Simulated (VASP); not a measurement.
Here is a VASP 6.6.1 calculation.

File INCAR:

```
PREC = Accurate
ENCUT = 600
EDIFF = 1E-6
ISMEAR = -1
SIGMA = 0.05
LREAL = False
LASPH = True
NELM = 200
ALGO = Normal
ISIF = 2
LWAVE = False
LCHARG = False
LMAXMIX = 4
LDAU = True
LDAUTYPE = 2
LDAUL = -1 2 -1
LDAUU = 0 5 0
LDAUJ = 0 0 0
LDAUPRINT = 1
NBANDS = 51
GGA_COMPAT = False
KPAR = 4
```

File KPOINTS:

```
Automatic mesh
0
Gamma
  7 7 4
```

The input POSCAR:

```
BaTiO3
1.0
    3.9470701369      0.0000360833     -0.0000302959
    0.0000360833      3.9470550391     -0.0000171650
   -0.0000605917     -0.0000343301      7.8939947729
Ba Ti O
2 2 6
Direct
    0.5000224953      0.5000252154      0.2500045515
    0.5000161149      0.5000371322      0.7500027688
    0.0000479659      1.0000902273      0.0000121610
    1.0000227228      1.0000461180      0.5000075833
    0.4999695083      0.9999499408      1.0000133300
    0.4999868958      0.9999806055      0.4999927928
    0.9999925587      0.4999388804      0.9999861670
    1.0000147435      0.4999750107      0.4999907827
    0.9999564529     -0.0000228410      0.2499949155
   -0.0000294582     -0.0000202794      0.7499949376
```

Potentials or basis: VASP PAW LDA potentials, release 64 (Ba_sv, Ti_sv, O).

The run is started by

```bash
$ cat potpaw_LDA.64/Ba_sv/POTCAR potpaw_LDA.64/Ti_sv/POTCAR potpaw_LDA.64/O/POTCAR > POTCAR
$ mpirun -np 4 vasp_std > vasp.out
```

Question: Predict the largest force.

Answer: 0.004 eV/Å.

Question: Estimate the band gap on the k mesh.

Answer: 2.37 eV.

Eigenvalues of the final occupation matrices:
| site | spin | trace | eigenvalues |
| --- | --- | --- | --- |
| site 3 d | 1 | 0.81 | 0.10 0.10 0.10 0.25 0.25 |
| site 3 d | 2 | 0.81 | 0.10 0.10 0.10 0.25 0.25 |
| site 4 d | 1 | 0.81 | 0.10 0.10 0.10 0.25 0.25 |
| site 4 d | 2 | 0.81 | 0.10 0.10 0.10 0.25 0.25 |

Caveat: spin-orbit coupling is left out, which moves the levels of the heavy elements. A k mesh can miss the band edges.
